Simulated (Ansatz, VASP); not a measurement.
**One calculation of AlRu, two programs**

```xyz
2
Lattice="-1.7630 1.7630 2.4909 1.7630 -1.7630 2.4909 1.7630 1.7630 -2.4909" Properties=species:S:1:pos:R:3 pbc="T T T"
Al    0.0000    0.0000    2.4909
Ru    0.0000    0.0000    0.0000
```

Alike in both runs: functional PBE; k mesh 6 × 6 × 6; occupations gaussian, width 0.1 eV; no spin polarisation.

Ansatz relaxed the structure, and its values are those at the end. VASP's run is a single point on that final structure, the one shown.

|  | VASP | Ansatz |
| --- | --- | --- |
| version | VASP 6.6.1 | Ansatz 0.2.0 |
| potentials or method | VASP PAW PBE potentials, release 64 (Al, Ru_pv), cutoff 520 eV | scalar-relativistic, plane waves, PAW |
| valence electrons in the cell | 17 | 19 |

|  | VASP | Ansatz | Ansatz less VASP |
| --- | --- | --- | --- |
| gap on the k mesh at the Fermi level (eV) | none | none | - |
| pressure (GPa) | 0.1 | 0.1 | -0.02 |

A gap of «none» marks a metal or a gap that the smearing closes. VASP's potentials hold 17 valence electrons a cell and Ansatz's 19, so a difference there can come from the potentials and not from the codes.

The k mesh is coarse, so the values compare programs but aren't converged.
